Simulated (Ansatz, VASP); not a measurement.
TaAs: VASP beside Ansatz

The input INCAR:

```
PREC = Accurate
ENCUT = 520
EDIFF = 1E-6
ISMEAR = -1
SIGMA = 0.05
LREAL = False
LASPH = True
NELM = 150
ALGO = Normal
ISIF = 2
LWAVE = False
LCHARG = False
LMAXMIX = 4
LDAU = True
LDAUTYPE = 2
LDAUL = 2 -1
LDAUU = 2 0
LDAUJ = 0 0
LDAUPRINT = 1
GGA = PS
NBANDS = 24
```

Contents of KPOINTS:

```
Automatic mesh
0
Gamma
  11 11 11
```

File POSCAR:

```
TaAs
1.0
   -1.7218133622      1.7218133622      5.8679415361
    1.7218133622     -1.7218133622      5.8679415361
    1.7218133622      1.7218133622     -5.8679415361
Ta As
2 2
Direct
    0.4999673000      0.4999673000      0.0000000000
    0.2499673000      0.7499673000      0.5000000000
    0.0826321200      0.0826321200      0.0000000000
    0.8326321200      0.3326321200      0.5000000000
```

The input input.yaml:

```yaml
crystal:
  lattice:
    - [-1.7218133622, 1.7218133622, 5.8679415361]
    - [1.7218133622, -1.7218133622, 5.8679415361]
    - [1.7218133622, 1.7218133622, -5.8679415361]
  atoms:
    - { symbol: Ta, position: [0.4999673, 0.4999673, 0.0] }
    - { symbol: Ta, position: [0.2499673, 0.7499673, 0.5] }
    - { symbol: As, position: [0.08263212, 0.08263212, 0.0] }
    - { symbol: As, position: [0.83263212, 0.33263212, 0.5] }
hamiltonian:
  xc: pbesol
  pseudopotentials: { kind: paw }
  hubbard: { sites: [{ species: Ta, l: d, u_eff: 2.0 }] }
kpoints:
  mp_grid: { grid: [11, 11, 11] }
  band_path:
    path:
      - [[0.0, 0.0, 0.0], [-0.5, 0.5, 0.0], [-0.5, 0.5, -0.0430497462], [-0.2715248731, 0.2715248731, -0.2715248731], [0.0, 0.0, 0.0], [0.5, 0.5, -0.5], [0.2715248731, 0.7284751269, -0.7284751269], [0.0, 0.5, -0.5], [-0.25, 0.75, -0.25], [0.0430497462, 0.9569502538, -0.5], [0.5, 0.5, -0.5]]
      - [[-0.5, 0.5, 0.0], [-0.25, 0.75, -0.25]]
    npoints: 14
scf:
  occupations: { method: fermi_dirac, width: 0.05 }
  n_extra_bands: 10
output:
  forces: true
  stress: true
  eigenvalues: true
  fatbands: false
```

Alike in both runs: functional PBEsol; k mesh 11 × 11 × 11; occupations fermi-dirac, width 0.05 eV; no spin polarisation; Hubbard terms Ta d U = 2.0 eV.

|  | VASP | Ansatz |
| --- | --- | --- |
| version | VASP 6.6.1 | Ansatz 0.2.0 |
| potentials or method | VASP PAW PBE potentials, release 64 (Ta_pv, As) | Ansatz PAW |
| plane-wave cutoff (eV) | 520 | 420 |
| valence electrons in the cell | 32 | 56 |
| task | single point | band structure |

|  | VASP | Ansatz | Ansatz less VASP |
| --- | --- | --- | --- |
| gap on the k mesh at the Fermi level (eV) | none | none | - |
| pressure (GPa) | -0.1 | -2.8 | -2.70 |
| traceless stress, the component that is largest in VASP (GPa) | -0.66 | -0.34 | +0.323 |
| rms of the force components (eV/Å) | 0.014 | 0.010 | -0.0033 |

VASP's potentials were made for PBE, not for PBEsol. The programs project onto different local orbitals, so the same U acts differently, and such runs can settle in different states. Atom by atom the forces differ by 0.003 eV/Å (rms over components). A gap of «none» marks a metal or a gap that the smearing closes. VASP's potentials hold 32 valence electrons a cell and Ansatz's 56, so a difference there can come from the potentials and not from the codes.

Spin-orbit coupling is off throughout.
